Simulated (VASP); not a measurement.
# Tl7Cl8 (a cell with a defect) in VASP: a series of runs

Tl7Cl8 (a cell with a defect) is run at these levels: PBE; tasks: single point.

Program: VASP 6.6.1. These are calculated values, not measurements. Logs are shortened: lines on timing, memory, paths and dates and some standing lists are left out, and cuts for length are marked.

### 1 The cell of the first run

The cell holds a defect, 15 atoms: a = 7.679 Å, b = 7.679 Å, c = 7.679 Å, α = 90.00°, β = 90.00°, γ = 90.00°.

### 2 Single point, PBE

Contents of INCAR:

```
PREC     = Accurate       # precision mode
ENCUT    = 520            # plane-wave cutoff, eV
EDIFF    = 1E-6           # SCF threshold, eV
ISMEAR   = 1              # smearing method
SIGMA    = 0.15           # smearing width, eV
LREAL    = Auto         
LASPH    = T              # aspherical terms in the spheres
NELM     = 60             # most SCF steps
ALGO     = Normal         # electronic algorithm
ISIF     = 2              # what is computed and relaxed
LWAVE    = F              # write WAVECAR
LCHARG   = F              # write CHGCAR
GGA      = PE             # functional
NBANDS   = 86             # bands
```

Contents of KPOINTS:

```
Automatic mesh
0
Gamma
  2 2 2
```

Contents of POSCAR:

```
Tl7Cl8
1.0
    7.6785920000      0.0000000000      0.0000000000
    0.0000000000      7.6785920000      0.0000000000
    0.0000000000      0.0000000000      7.6785920000
Tl Cl
7 8
Direct
   -0.0019696319      0.0004160919      0.0404533800
    0.0140995901     -0.0054228692      0.5417924276
   -0.0051126561      0.5004494314     -0.0169314895
   -0.0074370405      0.4948207953      0.4822506522
    0.4983580323      0.0019223576     -0.0160218175
    0.5128127657      0.0025351002      0.4831249010
    0.4929013027      0.5025887559      0.4898446226
    0.2426860289      0.2444066568      0.2573680175
    0.2449439949      0.2440180439      0.7447743024
    0.2421865884      0.7561525603      0.2591788963
    0.2460465408      0.7542092352      0.7465913022
    0.7512097270      0.2473444350      0.2505511427
    0.7572797200      0.2427529683      0.7397343159
    0.7523018543      0.7547727500      0.2532060565
    0.7572930037      0.7556888034      0.7414610647
```

Potentials or basis: VASP PAW PBE potentials, release 64 (Tl_d, Cl).

On the command line:

```sh
$ cat potpaw_PBE.64/Tl_d/POTCAR potpaw_PBE.64/Cl/POTCAR > POTCAR
$ mpirun -np 1 vasp_std > vasp.out
```

OUTCAR:

```text
PREC = Accurate
   ENCUT = 520
   EDIFF = 1E-6
   ISMEAR = 1
   LREAL = Auto
   LASPH = T
   NELM = 60
   ISIF = 2
   GGA = PE

 ion  position               nearest neighbor table
   1  0.998  0.000  0.040-  14 3.13  12 3.13   8 3.13  10 3.14   2 3.83   2 3.85   5 3.86   3 3.86
                             3 3.86   5 3.87
   2  0.014  0.995  0.542-  11 3.01   9 3.04  15 3.10  13 3.14  10 3.34   8 3.40   1 3.83   1 3.85
                             6 3.86   4 3.87   4 3.87   6 3.88
   3  0.995  0.500  0.983-  15 3.26  13 3.28  11 3.29   9 3.30  12 3.39   4 3.83   4 3.85   1 3.86
                             1 3.86
   4  0.993  0.495  0.482-  12 3.20   8 3.22  14 3.24  10 3.26  13 3.30  15 3.35   9 3.40   3 3.83
                             7 3.84   7 3.84   3 3.85   2 3.87   2 3.87
   5  0.498  0.002  0.984-   9 3.26  11 3.27  13 3.30  15 3.32  12 3.39   6 3.83   6 3.85   1 3.86
                             1 3.87
   6  0.513  0.003  0.483-  12 3.17  14 3.18   8 3.28  13 3.29  10 3.29  15 3.32   5 3.83   7 3.84
                             7 3.84   5 3.85   2 3.86   2 3.88
   7  0.493  0.503  0.490-  10 3.26   8 3.29  14 3.32  12 3.34  11 3.35   9 3.38   4 3.84   6 3.84
                             4 3.84   6 3.84
   8  0.243  0.244  0.257-   1 3.13   4 3.22   6 3.28   7 3.29   2 3.40
   9  0.245  0.244  0.745-   2 3.04   5 3.26   3 3.30   7 3.38   4 3.40
  10  0.242  0.756  0.259-   1 3.14   7 3.26   4 3.26   6 3.29   2 3.34
  11  0.246  0.754  0.747-   2 3.01   5 3.27   3 3.29   7 3.35
  12  0.751  0.247  0.251-   1 3.13   6 3.17   4 3.20   7 3.34   3 3.39   5 3.39
  13  0.757  0.243  0.740-   2 3.14   3 3.28   6 3.29   5 3.30   4 3.30
  14  0.752  0.755  0.253-   1 3.13   6 3.18   4 3.24   7 3.32
  15  0.757  0.756  0.741-   2 3.10   3 3.26   5 3.32   6 3.32   4 3.35

  LATTYP: Found a simple cubic cell.
 ALAT       =     7.6785920000

  Lattice vectors:

 A1 = (   7.6785920000,   0.0000000000,   0.0000000000)
 A2 = (   0.0000000000,   7.6785920000,   0.0000000000)
 A3 = (   0.0000000000,   0.0000000000,   7.6785920000)

Analysis of symmetry for initial positions (statically):
=====================================================================
 Subroutine PRICEL returns:
 Original cell was already a primitive cell.

 Routine SETGRP: Setting up the symmetry group for a
 simple cubic supercell.

 Subroutine GETGRP returns: Found  1 space group operations
 (whereof  1 operations were pure point group operations)
 out of a pool of 48 trial point group operations.

The static configuration has the point symmetry C_1 .

Analysis of symmetry for dynamics (positions and initial velocities):
=====================================================================
 Subroutine PRICEL returns:
 Original cell was already a primitive cell.

 Routine SETGRP: Setting up the symmetry group for a
 simple cubic supercell.

 Subroutine GETGRP returns: Found  1 space group operations
 (whereof  1 operations were pure point group operations)
 out of a pool of 48 trial point group operations.

The dynamic configuration has the point symmetry C_1 .

 Subroutine INISYM returns: Found  1 space group operations
 (whereof  1 operations are pure point group operations),
 and found     1 'primitive' translations

----------------------------------------------------------------------------------------

                                     Primitive cell

  volume of cell :     452.7357

  direct lattice vectors                    reciprocal lattice vectors
     7.678592000  0.000000000  0.000000000     0.130232209  0.000000000  0.000000000
     0.000000000  7.678592000  0.000000000     0.000000000  0.130232209  0.000000000
     0.000000000  0.000000000  7.678592000     0.000000000  0.000000000  0.130232209

  length of vectors
     7.678592000  7.678592000  7.678592000     0.130232209  0.130232209  0.130232209

  position of ions in fractional coordinates (direct lattice)
     0.998030368  0.000416092  0.040453380
     0.014099590  0.994577131  0.541792428
     0.994887344  0.500449431  0.983068510
     0.992562959  0.494820795  0.482250652
     0.498358032  0.001922358  0.983978183
     0.512812766  0.002535100  0.483124901
     0.492901303  0.502588756  0.489844623
     0.242686029  0.244406657  0.257368017
     0.244943995  0.244018044  0.744774302
     0.242186588  0.756152560  0.259178896
     0.246046541  0.754209235  0.746591302
     0.751209727  0.247344435  0.250551143
     0.757279720  0.242752968  0.739734316
     0.752301854  0.754772750  0.253206056
     0.757293004  0.755688803  0.741461065

  ion indices of the primitive-cell ions
   primitive index   ion index
                 1           1
                 2           2
                 3           3
                 4           4
                 5           5
                 6           6
                 7           7
                 8           8
                 9           9
                10          10
                11          11
                12          12
                13          13
                14          14
                15          15

----------------------------------------------------------------------------------------

 KPOINTS: Automatic mesh

Automatic generation of k-mesh.
 Grid dimensions read from file:
 generate k-points for:    2    2    2

 Generating k-lattice:

  Cartesian coordinates                     Fractional coordinates (reciprocal lattice)
     0.065116105  0.000000000  0.000000000     0.500000000  0.000000000  0.000000000
     0.000000000  0.065116105  0.000000000     0.000000000  0.500000000  0.000000000
     0.000000000  0.000000000  0.065116105     0.000000000  0.000000000  0.500000000

  Length of vectors
     0.065116105  0.065116105  0.065116105

  Shift w.r.t. Gamma in fractional coordinates (k-lattice)
     0.000000000  0.000000000  0.000000000

 Subroutine IBZKPT returns following result:
 ===========================================

 Found      8 irreducible k-points:

 Following reciprocal coordinates:
            Coordinates               Weight
  0.000000  0.000000  0.000000      1.000000
  0.500000  0.000000  0.000000      1.000000
  0.000000  0.500000  0.000000      1.000000
  0.000000  0.000000  0.500000      1.000000
  0.500000  0.500000  0.000000      1.000000
  0.000000  0.500000  0.500000      1.000000
  0.500000  0.000000  0.500000      1.000000
  0.500000  0.500000  0.500000      1.000000
   k-points           NKPTS =      8   k-points in BZ     NKDIM =      8   number of bands    NBANDS=     86
   number of dos      NEDOS =    301   number of ions     NIONS =     15
   total plane-waves  NPLWV = 216000
   dimension x,y,z NGX =    60 NGY =   60 NGZ =   60
   dimension x,y,z NGXF=   120 NGYF=  120 NGZF=  120
   ions per type =               7   8
   NGX,Y,Z   is equivalent  to a cutoff of  12.99, 12.99, 12.99 a.u.
   NGXF,Y,Z  is equivalent  to a cutoff of  25.98, 25.98, 25.98 a.u.
 SYSTEM =  unknown system
   PREC   = accura    normal or accurate (medium, high low for compatibility)
   ISTART =      0    job   : 0-new  1-cont  2-samecut
   ICHARG =      2    charge: 1-file 2-atom 10-const
   ISPIN  =      1    spin polarized calculation?
   LNONCOLLINEAR =      F non collinear calculations
   LSORBIT =      F    spin-orbit coupling
   LASPH  =      T    aspherical Exc in radial PAW
   ENCUT  =  520.0 eV  38.22 Ry    6.18 a.u.  14.28 14.28 14.28*2*pi/ulx,y,z
   NELM   =     60;   NELMIN=  2; NELMDL= -5     # of ELM steps
   EDIFF  = 0.1E-05   stopping-criterion for ELM
   LREAL  =      T    real-space projection
   EDIFFG = 0.1E-04   stopping-criterion for IOM
   NSW    =      0    number of steps for IOM
   IBRION =     -1    ionic relax: 0-MD 1-quasi-New 2-CG
   NFREE  =      0    steps in history (QN), initial steepest desc. (CG)
   ISIF   =      2    stress and relaxation
   ISYM   =      2    0-nonsym 1-usesym 2-fastsym
   POTIM  = 0.5000    time-step for ionic-motion
   TEBEG  =    0.0;   TEEND  =   0.0 temperature during run
   PSTRESS=    0.0 pullay stress
   NELECT =     147.0000    total number of electrons
   NUPDOWN=      -1.0000    fix difference up-down
   EMIN   =  10.00;   EMAX   =-10.00  energy-range for DOS
   EFERMI =   0.00;   METHOD = LEGACY
   ISMEAR =     1;   SIGMA  =   0.15  broadening in eV -4-tet -1-fermi 0-gaus
   EFERMI_NEDOS =   21; number of points for ismear=-14 and -15
   IALGO  =     38    algorithm
   IMIX   =      4    mixing-type and parameters
     AMIX     =   0.40;   BMIX     =  1.00
     AMIX_MAG =   1.60;   BMIX_MAG =  1.00
  volume/ion in A,a.u.               =      30.18       203.68
  Fermi-wavevector in a.u.,A,eV,Ry     =   1.125207  2.126333 17.226205  1.266090
  Thomas-Fermi vector in A             =   2.261883
   LORBIT       =      0    0 simple, 1 ext, 2 COOP (PROOUT), +10 PAW based schemes
   GGA     = PE    functional components
   LHFCALC =     F    Hartree Fock is set to
   AEXX    =    0.0000 exact exchange contribution
   IVDW    =     0    specifies the selected vdW correction
   LEPSILON=     F    determine dielectric tensor
   LRPA    =     F    only Hartree local field effects (RPA)
 non-spin polarized calculation
 Methfessel and Paxton  Order N= 1 SIGMA  =   0.15
  energy-cutoff  :      520.00
  volume of cell :      452.74
 maximum number of plane-waves:     12216
 NGX is ok and might be reduce to    60
   NGX = 29   NGY = 29   NGZ = 29

 number of electron     146.9999999 magnetization

 Free energy of the ion-electron system (eV)
  ---------------------------------------------------
  ext. energy  EPLUGINS =         0.00000000
  ---------------------------------------------------
  free energy    TOTEN  =       -43.68959951 eV

  energy without entropy =      -43.69184563  energy(sigma->0) =      -43.69034822

 E-fermi :   1.6145     XC(G=0):  -8.6465

 val. band max:        1.6134627003   @ k =   0.0000   0.5000   0.5000
 cond. band min:       1.6158551050   @ k =   0.5000   0.5000   0.5000
 fundamental gap:      0.0023924046
 Fermi energy:         1.6145460972

 k-point     1 :       0.0000    0.0000    0.0000
  band No.  band energies     occupation
      1     -11.8609      2.00000
      2     -11.6321      2.00000
      3     -11.6200      2.00000
      4     -11.6160      2.00000
      5     -11.5230      2.00000
      6     -11.5120      2.00000
[... 77 lines left out ...]
     84       7.6136      0.00000
     85       7.6738      0.00000

 k-point     2 :       0.5000    0.0000    0.0000
  band No.  band energies     occupation
      1     -11.7729      2.00000
      2     -11.7172      2.00000
      3     -11.5855      2.00000
      4     -11.5806      2.00000
      5     -11.5591      2.00000
      6     -11.5520      2.00000
[... 517 lines left out ...]
     84       6.9026      0.00000
     85       7.0224      0.00000

 k-point     8 :       0.5000    0.5000    0.5000
  band No.  band energies     occupation
      1     -11.6430      2.00000
      2     -11.6034      2.00000
      3     -11.5972      2.00000
      4     -11.5922      2.00000
      5     -11.5731      2.00000
      6     -11.5592      2.00000
[... 77 lines left out ...]
     84       6.8676      0.00000
     85       6.9038      0.00000
 [bands above 85 left out]

------------------------ aborting loop because EDIFF is reached ----------------------------------------

  FORCE on cell =-STRESS in cart. coord.  units (eV):
  Direction    XX          YY          ZZ          XY          YZ          ZX
  --------------------------------------------------------------------------------------
  -------------------------------------------------------------------------------------
  Total        0.2617281      0.2252852      0.6439815     -0.0038949     -0.0291548      0.0872596
  in kB        0.9262242      0.7972573      2.2789731     -0.0137837     -0.1031754      0.3088011
  external PRESSURE =       1.3341515 kB  Pullay stress =       0.0000000 kB

 VOLUME and BASIS-vectors are now :
 -----------------------------------------------------------------------------
  energy-cutoff  :      520.00
  volume of cell :      452.74
      direct lattice vectors                 reciprocal lattice vectors
     7.678592000  0.000000000  0.000000000     0.130232209  0.000000000  0.000000000
     0.000000000  7.678592000  0.000000000     0.000000000  0.130232209  0.000000000
     0.000000000  0.000000000  7.678592000     0.000000000  0.000000000  0.130232209

 POSITION                                       TOTAL-FORCE (eV/Angst)
 -----------------------------------------------------------------------------------
      7.66347      0.00319      0.31063        -0.001391     -0.000226     -0.004177
      0.10826      7.63695      4.16020        -0.007588      0.001120     -0.019531
      7.63933      3.84275      7.54858        -0.001810     -0.000492     -0.004946
      7.62149      3.79953      3.70301        -0.002010     -0.000516      0.003578
      3.82669      0.01476      7.55557        -0.000561     -0.001028     -0.006199
      3.93768      0.01947      3.70972         0.007490     -0.000401      0.005080
      3.78479      3.85917      3.76132        -0.001604      0.000384      0.001410
      1.86349      1.87670      1.97622         0.006484      0.010567     -0.005392
      1.88082      1.87371      5.71882         0.016154      0.016008      0.011340
      1.85965      5.80619      1.99013         0.007622     -0.009318     -0.006000
      1.88929      5.79126      5.73277         0.016724     -0.017057      0.013742
      5.76823      1.89926      1.92388        -0.005786      0.006304     -0.000991
      5.81484      1.86400      5.68012        -0.013481      0.013392      0.007695
      5.77662      5.79559      1.94427        -0.006326     -0.007000     -0.002607
      5.81494      5.80263      5.69338        -0.013917     -0.011738      0.006999
 -----------------------------------------------------------------------------------
    total drift:                                0.000238      0.001337     -0.000120

  FREE ENERGIE OF THE ION-ELECTRON SYSTEM (eV)
  ---------------------------------------------------
  free  energy   TOTEN  =       -43.6895995131 eV

  energy  without entropy=      -43.6918456331  energy(sigma->0) =      -43.69034822
```

Wall time 18 min (1 thread of Oxide Virtual Turin-like, shared host); peak memory 0.53 GiB.

What came out:

* Free energy: -43.6896 eV
* Pressure: 0.1 GPa
* Largest force: 0.028 eV/Å
* Band gap on the k mesh: zero (an odd number of electrons rules out a gap without spin polarisation)

Forces on the atoms (eV/Å):
```
Tl  -0.001  0.000 -0.004
Tl  -0.008  0.001 -0.020
Tl  -0.002  0.000 -0.005
Tl  -0.002 -0.001  0.004
Tl  -0.001 -0.001 -0.006
Tl   0.007  0.000  0.005
Tl  -0.002  0.000  0.001
Cl   0.006  0.011 -0.005
Cl   0.016  0.016  0.011
Cl   0.008 -0.009 -0.006
Cl   0.017 -0.017  0.014
Cl  -0.006  0.006 -0.001
Cl  -0.013  0.013  0.008
Cl  -0.006 -0.007 -0.003
Cl  -0.014 -0.012  0.007
```

Levels at points of the mesh, in eV from the Fermi level:
```csv
k point,band 71,band 72,band 73,band 74,band 75,band 76,band 77,band 78
"(0.00, 0.00, 0.00)",-0.63,-0.03,0.28,0.30,2.56,2.61,2.61,3.46
"(0.50, 0.00, 0.00)",-0.69,-0.58,-0.55,-0.20,3.74,3.87,3.89,3.95
"(0.00, 0.50, 0.00)",-0.69,-0.58,-0.56,-0.20,3.77,3.85,3.89,3.93
"(0.00, 0.00, 0.50)",-0.70,-0.58,-0.50,-0.19,3.73,3.75,4.03,4.04
"(0.50, 0.50, 0.00)",-0.41,-0.18,-0.18,0.01,4.00,4.01,4.18,4.35
"(0.00, 0.50, 0.50)",-0.41,-0.19,-0.17,0.00,4.04,4.10,4.24,4.31
"(0.50, 0.00, 0.50)",-0.41,-0.19,-0.17,0.00,4.05,4.11,4.23,4.30
"(0.50, 0.50, 0.50)",-0.27,-0.27,-0.23,0.00,4.98,5.00,5.02,5.03
```

Caveat: the k points lie up to 0.41 Å⁻¹ apart, too coarse for converged energies and pressures of a metal; spin-orbit coupling is left out, which moves the levels of the heavy elements; an odd number of electrons without spin polarisation forces a metal; a magnetic or distorted state may lie lower.

(Continued in part 2 of 2.)
